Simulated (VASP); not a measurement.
# Ta2N (P-3m1) in VASP: a series of runs

Runs on Ta2N. Level: LDA. Tasks: single point.

Everything below comes from runs of VASP 6.6.1. Logs are shortened: lines on timing, memory, paths and dates and some standing lists are left out, and cuts for length are marked.

## 1. The cell of the first run

It takes space group P-3m1 (No. 164, trigonal). The conventional cell has a = 3.116 Å, b = 3.116 Å, c = 4.744 Å, α = 90.00°, β = 90.00°, γ = 120.00°. Ta (site symmetry 3m) has 3 N at 2.16 Å and 12 Ta at 2.95 to 3.12 Å within 3.2 Å. N (site symmetry -3m) has 6 Ta at 2.16 Å within 2.9 Å.

## 2. Single point, LDA (13.30 Å³/atom)

File INCAR:

```
PREC = Accurate ; ENCUT = 700
EDIFF = 1E-6 ; ISMEAR = 0
SIGMA = 0.15 ; LREAL = False
LASPH = True ; NELM = 120
ALGO = Normal ; ISIF = 2
LWAVE = False ; LCHARG = False
NBANDS = 22 ; GGA_COMPAT = False
```

File KPOINTS:

```
Automatic mesh
0
Gamma
  18 18 10
```

File POSCAR:

```
Ta2N
1.0
    3.1164360754      0.0000000000      0.0000000000
   -1.5582180377      2.6989128106      0.0000000000
    0.0000000000      0.0000000000      4.7441506376
Ta N
2 1
Direct
    0.6666666667      0.3333333333      0.7466885012
    0.3333333333      0.6666666667      0.2533114988
    0.0000000000      0.0000000000      0.0000000000
```

Potentials or basis: VASP PAW LDA potentials, release 64 (Ta_sv_GW, N).

The run is started by

```
> cat potpaw_LDA.64/Ta_sv_GW/POTCAR potpaw_LDA.64/N/POTCAR > POTCAR
> mpirun -np 1 vasp_std > vasp.out
```

OUTCAR:

```text
PREC = Accurate
   ENCUT = 700
   EDIFF = 1E-6
   ISMEAR = 0
   LREAL = False
   LASPH = True
   NELM = 120
   ISIF = 2

 ion  position               nearest neighbor table
   1  0.667  0.333  0.747-   3 2.16   3 2.16   3 2.16   2 2.95   2 2.95   2 2.95   2 3.00   2 3.00
                             2 3.00
   2  0.333  0.667  0.253-   3 2.16   3 2.16   3 2.16   1 2.95   1 2.95   1 2.95   1 3.00   1 3.00
                             1 3.00
   3  0.000  0.000  0.000-   1 2.16   2 2.16   1 2.16   2 2.16   1 2.16   2 2.16

  LATTYP: Found a hexagonal cell.
 ALAT       =     3.1164360754
 C/A-ratio  =     1.5223000000

  Lattice vectors:

 A1 = (   3.1164360754,   0.0000000000,   0.0000000000)
 A2 = (  -1.5582180377,   2.6989128106,   0.0000000000)
 A3 = (   0.0000000000,   0.0000000000,   4.7441506376)

Analysis of symmetry for initial positions (statically):
=====================================================================
 Subroutine PRICEL returns:
 Original cell was already a primitive cell.

 Routine SETGRP: Setting up the symmetry group for a
 hexagonal supercell.

 Subroutine GETGRP returns: Found 12 space group operations
 (whereof 12 operations were pure point group operations)
 out of a pool of 24 trial point group operations.

The static configuration has the point symmetry D_3d.

Analysis of symmetry for dynamics (positions and initial velocities):
=====================================================================
 Subroutine PRICEL returns:
 Original cell was already a primitive cell.

 Routine SETGRP: Setting up the symmetry group for a
 hexagonal supercell.

 Subroutine GETGRP returns: Found 12 space group operations
 (whereof 12 operations were pure point group operations)
 out of a pool of 24 trial point group operations.

The dynamic configuration has the point symmetry D_3d.

 Subroutine INISYM returns: Found 12 space group operations
 (whereof 12 operations are pure point group operations),
 and found     1 'primitive' translations

----------------------------------------------------------------------------------------

                                     Primitive cell

  volume of cell :      39.9030

  direct lattice vectors                    reciprocal lattice vectors
     3.116436075  0.000000000  0.000000000     0.320879356  0.185259782  0.000000000
    -1.558218038  2.698912811  0.000000000     0.000000000  0.370519565  0.000000000
     0.000000000  0.000000000  4.744150638     0.000000000  0.000000000  0.210785887

  length of vectors
     3.116436075  3.116436075  4.744150638     0.370519565  0.370519565  0.210785887

  position of ions in fractional coordinates (direct lattice)
     0.666666667  0.333333333  0.746688501
     0.333333333  0.666666667  0.253311499
     0.000000000  0.000000000  0.000000000

  ion indices of the primitive-cell ions
   primitive index   ion index
                 1           1
                 2           2
                 3           3

----------------------------------------------------------------------------------------

 KPOINTS: Automatic mesh

Automatic generation of k-mesh.
 Grid dimensions read from file:
 generate k-points for:   18   18   10

 Generating k-lattice:

  Cartesian coordinates                     Fractional coordinates (reciprocal lattice)
     0.017826631  0.010292210  0.000000000     0.055555556  0.000000000  0.000000000
     0.000000000  0.020584420  0.000000000     0.000000000  0.055555556  0.000000000
     0.000000000  0.000000000  0.021078589     0.000000000  0.000000000  0.100000000

  Length of vectors
     0.020584420  0.020584420  0.021078589

  Shift w.r.t. Gamma in fractional coordinates (k-lattice)
     0.000000000  0.000000000  0.000000000

 Subroutine IBZKPT returns following result:
 ===========================================

 Found    330 irreducible k-points:

 Following reciprocal coordinates:
            Coordinates               Weight
  0.000000  0.000000  0.000000      1.000000
  0.055556  0.000000  0.000000      6.000000
  0.111111  0.000000  0.000000      6.000000
  0.166667  0.000000  0.000000      6.000000
  0.222222  0.000000  0.000000      6.000000
  0.277778  0.000000  0.000000      6.000000
[... 16 lines left out ...]
  0.333333  0.111111  0.000000     12.000000
  0.388889  0.111111  0.000000     12.000000
 [... further k-points ...]
   k-points           NKPTS =    330   k-points in BZ     NKDIM =    330   number of bands    NBANDS=     22
   number of dos      NEDOS =    301   number of ions     NIONS =      3
   total plane-waves  NPLWV =  32928
   dimension x,y,z NGX =    28 NGY =   28 NGZ =   42
   dimension x,y,z NGXF=    56 NGYF=   56 NGZF=   84
   ions per type =               2   1
   NGX,Y,Z   is equivalent  to a cutoff of  14.94, 14.94, 14.72 a.u.
   NGXF,Y,Z  is equivalent  to a cutoff of  29.87, 29.87, 29.44 a.u.
 SYSTEM =  unknown system
   PREC   = accura    normal or accurate (medium, high low for compatibility)
   ISTART =      0    job   : 0-new  1-cont  2-samecut
   ICHARG =      2    charge: 1-file 2-atom 10-const
   ISPIN  =      1    spin polarized calculation?
   LNONCOLLINEAR =      F non collinear calculations
   LSORBIT =      F    spin-orbit coupling
   LASPH  =      T    aspherical Exc in radial PAW
   ENCUT  =  700.0 eV  51.45 Ry    7.17 a.u.   6.72  6.72 10.23*2*pi/ulx,y,z
   NELM   =    120;   NELMIN=  2; NELMDL= -5     # of ELM steps
   EDIFF  = 0.1E-05   stopping-criterion for ELM
   LREAL  =      F    real-space projection
   EDIFFG = 0.1E-04   stopping-criterion for IOM
   NSW    =      0    number of steps for IOM
   IBRION =     -1    ionic relax: 0-MD 1-quasi-New 2-CG
   NFREE  =      0    steps in history (QN), initial steepest desc. (CG)
   ISIF   =      2    stress and relaxation
   ISYM   =      2    0-nonsym 1-usesym 2-fastsym
   POTIM  = 0.5000    time-step for ionic-motion
   TEBEG  =    0.0;   TEEND  =   0.0 temperature during run
   PSTRESS=    0.0 pullay stress
   NELECT =      31.0000    total number of electrons
   NUPDOWN=      -1.0000    fix difference up-down
   EMIN   =  10.00;   EMAX   =-10.00  energy-range for DOS
   EFERMI =   0.00;   METHOD = LEGACY
   ISMEAR =     0;   SIGMA  =   0.15  broadening in eV -4-tet -1-fermi 0-gaus
   EFERMI_NEDOS =   21; number of points for ismear=-14 and -15
   IALGO  =     38    algorithm
   IMIX   =      4    mixing-type and parameters
     AMIX     =   0.40;   BMIX     =  1.00
     AMIX_MAG =   1.60;   BMIX_MAG =  1.00
  volume/ion in A,a.u.               =      13.30        89.76
  Fermi-wavevector in a.u.,A,eV,Ry     =   1.504967  2.843975 30.816171  2.264925
  Thomas-Fermi vector in A             =   2.615877
   LORBIT       =      0    0 simple, 1 ext, 2 COOP (PROOUT), +10 PAW based schemes
   GGA     = CA    functional components
   LHFCALC =     F    Hartree Fock is set to
   AEXX    =    0.0000 exact exchange contribution
   IVDW    =     0    specifies the selected vdW correction
   LEPSILON=     F    determine dielectric tensor
   LRPA    =     F    only Hartree local field effects (RPA)
 non-spin polarized calculation
 Gauss-broadening in eV      SIGMA  =   0.15
  energy-cutoff  :      700.00
  volume of cell :       39.90
 maximum number of plane-waves:      1705
   NGX = 13   NGY = 13   NGZ = 21

 number of electron      31.0000000 magnetization

 Free energy of the ion-electron system (eV)
  ---------------------------------------------------
  ext. energy  EPLUGINS =         0.00000000
  ---------------------------------------------------
  free energy    TOTEN  =       -42.63377269 eV

  energy without entropy =      -42.62097095  energy(sigma->0) =      -42.62737182

 E-fermi :  11.8641     XC(G=0): -13.5925

 val. band max:       11.8604374386   @ k =  -0.2222  -0.4444   0.3000
 cond. band min:      11.8694344327   @ k =   0.0556   0.0556   0.0000
 fundamental gap:      0.0089969941
 Fermi energy:        11.8640649281

 k-point     1 :       0.0000    0.0000    0.0000
  band No.  band energies     occupation
      1     -56.3122      2.00000
      2     -56.2146      2.00000
      3     -23.6057      2.00000
      4     -22.8342      2.00000
      5     -22.8342      2.00000
      6     -22.6768      2.00000
[... 14 lines left out ...]
     21      13.1080      0.00000
     22      17.1989      0.00000

 k-point     2 :       0.0556    0.0000    0.0000
  band No.  band energies     occupation
      1     -56.3105      2.00000
      2     -56.2141      2.00000
      3     -23.5956      2.00000
      4     -22.8531      2.00000
      5     -22.8416      2.00000
      6     -22.6960      2.00000
[... 14 lines left out ...]
     21      13.3337      0.00000
     22      17.2198      0.00000

 k-point     3 :       0.1111    0.0000    0.0000
  band No.  band energies     occupation
      1     -56.3054      2.00000
      2     -56.2129      2.00000
      3     -23.5659      2.00000
      4     -22.9077      2.00000
      5     -22.8625      2.00000
      6     -22.7501      2.00000
[... 14 lines left out ...]
     21      14.0079      0.00000
     22      17.1607      0.00000

 k-point     4 :       0.1667    0.0000    0.0000
  band No.  band energies     occupation
      1     -56.2974      2.00000
      2     -56.2112      2.00000
      3     -23.5185      2.00000
      4     -22.9921      2.00000
      5     -22.8928      2.00000
      6     -22.8300      2.00000
[... 14 lines left out ...]
     21      14.9653      0.00000
     22      16.9429      0.00000

 k-point     5 :       0.2222    0.0000    0.0000
  band No.  band energies     occupation
      1     -56.2872      2.00000
      2     -56.2095      2.00000
      3     -23.4568      2.00000
      4     -23.0958      2.00000
      5     -22.9281      2.00000
      6     -22.9238      2.00000
[... 14 lines left out ...]
     21      15.8831      0.00000
     22      16.7101      0.00000

 k-point     6 :       0.2778    0.0000    0.0000
  band No.  band energies     occupation
      1     -56.2758      2.00000
      2     -56.2083      2.00000
      3     -23.3869      2.00000
      4     -23.2040      2.00000
      5     -23.0193      2.00000
      6     -22.9640      2.00000
[... 14 lines left out ...]
     21      16.2966      0.00000
     22      17.0064      0.00000

 k-point     7 :       0.3333   -0.0000    0.0000
  band No.  band energies     occupation
      1     -56.2643      2.00000
      2     -56.2080      2.00000
      3     -23.3458      2.00000
      4     -23.2713      2.00000
      5     -23.1054      2.00000
      6     -22.9965      2.00000
[... 324 lines left out ...]
      6     -22.8695      2.00000
[... 14 lines left out ...]
     21      16.1960      0.00000
     22      16.6665      0.00000

 k-point    21 :       0.2222    0.1111    0.0000
  band No.  band energies     occupation
      1     -56.2722      2.00000
      2     -56.2081      2.00000
      3     -23.3643      2.00000
      4     -23.1982      2.00000
      5     -23.1014      2.00000
      6     -22.9265      2.00000
[... 14 lines left out ...]
     21      16.5149      0.00000
     22      17.0292      0.00000

 k-point    22 :       0.2778    0.1111    0.0000
  band No.  band energies     occupation
      1     -56.2610      2.00000
      2     -56.2081      2.00000
      3     -23.3333      2.00000
      4     -23.2534      2.00000
      5     -23.1476      2.00000
      6     -22.9841      2.00000
[... 14 lines left out ...]
     21      16.6281      0.00000
     22      17.1841      0.00000

 k-point    23 :       0.3333    0.1111    0.0000
  band No.  band energies     occupation
      1     -56.2508      2.00000
      2     -56.2092      2.00000
      3     -23.3964      2.00000
      4     -23.2053      2.00000
      5     -23.1739      2.00000
      6     -23.0328      2.00000
[... 14 lines left out ...]
     21      16.7378      0.00000
     22      16.8680      0.00000

 k-point    24 :       0.3889    0.1111    0.0000
  band No.  band energies     occupation
      1     -56.2432      2.00000
      2     -56.2109      2.00000
      3     -23.4461      2.00000
      4     -23.2114      2.00000
      5     -23.1313      2.00000
      6     -23.0653      2.00000
[... 14 lines left out ...]
     21      16.5766      0.00000
     22      16.8362      0.00000

 [... further k-points ...]
[... 5 lines left out ...]
  --------------------------------------------------------------------------------------
  -------------------------------------------------------------------------------------
  Total       -2.1994488     -2.1994488     -0.7658339      0.0000000      0.0000000      0.0000000
  in kB      -88.3118300    -88.3118300    -30.7496093      0.0000000      0.0000000      0.0000000
  external PRESSURE =     -69.1244231 kB  Pullay stress =       0.0000000 kB

 VOLUME and BASIS-vectors are now :
 -----------------------------------------------------------------------------
  energy-cutoff  :      700.00
  volume of cell :       39.90
      direct lattice vectors                 reciprocal lattice vectors
     3.116436075  0.000000000  0.000000000     0.320879356  0.185259782  0.000000000
    -1.558218038  2.698912811  0.000000000     0.000000000  0.370519565  0.000000000
     0.000000000  0.000000000  4.744150638     0.000000000  0.000000000  0.210785887

 POSITION                                       TOTAL-FORCE (eV/Angst)
 -----------------------------------------------------------------------------------
      1.55822      0.89964      3.54240         0.000000      0.000000      0.325487
     -0.00000      1.79928      1.20175        -0.000000     -0.000000     -0.325487
      0.00000      0.00000      0.00000         0.000000      0.000000      0.000000
 -----------------------------------------------------------------------------------
    total drift:                               -0.000000      0.000000      0.000000

  FREE ENERGIE OF THE ION-ELECTRON SYSTEM (eV)
  ---------------------------------------------------
  free  energy   TOTEN  =       -42.6337726922 eV

  energy  without entropy=      -42.6209709493  energy(sigma->0) =      -42.62737182
```

Wall time 6.2 min (1 thread of AMD EPYC 7R13 (Zen 3), shared host); peak memory 0.47 GiB.

What came out:

```yaml
Free_energy: -42.6338 eV
Pressure: -6.9 GPa
Largest_force: 0.325 eV/Å
Band_gap_on_the_k_mesh: zero (an odd number of electrons rules out a gap without spin polarisation)
```

Forces in eV/Å, atoms in the order of the input:
```
Ta   0.000  0.000  0.325
Ta   0.000  0.000 -0.325
N    0.000  0.000  0.000
```

Stress tensor (GPa, compression positive):
```
-8.83  0.00  0.00
 0.00 -8.83  0.00
 0.00  0.00 -3.07
```

Caveat: the stress differs along the axes, from -9 to -3 GPa; spin-orbit coupling is left out, which moves the levels of the heavy elements.

## 3. Single point, LDA (13.30 Å³/atom)

File INCAR:

```
SYSTEM = Ta2N
PREC = Accurate
ENCUT = 700
EDIFF = 1E-6
ISMEAR = 0
SIGMA = 0.15
LREAL = .False.
LASPH = .True.
NELM = 120
ALGO = Normal
ISIF = 2
LWAVE = .False.
LCHARG = .False.
NBANDS = 22
GGA_COMPAT = .False.
```

File KPOINTS:

```
Automatic mesh
0
Gamma
  18 18 10
  0 0 0
```

File POSCAR:

```
Ta2N
1.0
    3.0073721263      0.0000000000      0.0000000000
   -1.5036860632      2.6044606600      0.0000000000
    0.0000000000      0.0000000000      5.0944883819
Ta N
2 1
Direct
    0.6666666667      0.3333333333      0.7466885012
    0.3333333333      0.6666666667      0.2533114988
    0.0000000000      0.0000000000      0.0000000000
```

Potentials or basis: VASP PAW LDA potentials, release 64 (Ta_sv_GW, N).

The run is started by

```
> cat potpaw_LDA.64/Ta_sv_GW/POTCAR potpaw_LDA.64/N/POTCAR > POTCAR
> mpirun -np 1 vasp_std > vasp.out
```

Run time: 3 min. Hardware: 1 thread of Intel Xeon 6975P-C (Granite Rapids), shared host; peak memory 0.51 GiB.

It converged, with:

| Item | Value |
| --- | --- |
| Free energy | -42.5370 eV |
| Pressure | -6.5 GPa |
| Largest force | 0.418 eV/Å |
| Band gap on the k mesh | zero (an odd number of electrons rules out a gap without spin polarisation) |

Forces on the atoms (eV/Å):
```
Ta   0.000  0.000 -0.418
Ta   0.000  0.000  0.418
N    0.000  0.000  0.000
```

Stress tensor (GPa, compression positive):
```
 -1.17   0.00   0.00
  0.00  -1.17   0.00
  0.00   0.00 -17.02
```

Levels at points of the mesh, in eV from the Fermi level:
| k point | band 13 | band 14 | band 15 | band 16 | band 17 | band 18 | band 19 | band 20 |
| --- | --- | --- | --- | --- | --- | --- | --- | --- |
| (0.00, 0.00, 0.00) | -4.89 | -1.33 | -0.22 | -0.22 | 0.27 | 0.90 | 0.90 | 1.29 |
| (0.50, 0.00, 0.00) | -4.60 | -2.27 | -1.05 | 0.90 | 2.67 | 3.91 | 4.24 | 4.26 |
| (0.00, 0.00, 0.50) | -3.32 | -2.82 | -0.79 | -0.79 | 1.42 | 2.35 | 2.35 | 2.36 |
| (0.50, 0.00, 0.50) | -3.58 | -1.86 | -1.85 | -0.48 | 1.13 | 4.03 | 4.25 | 4.41 |

Caveat: the stress differs along the axes, from -17 to -1 GPa; spin-orbit coupling is left out, which moves the levels of the heavy elements.

(Part 1 of 2 ends here.)

The gap in the log of VASP goes by the Fermi energy; the results here count the filled bands.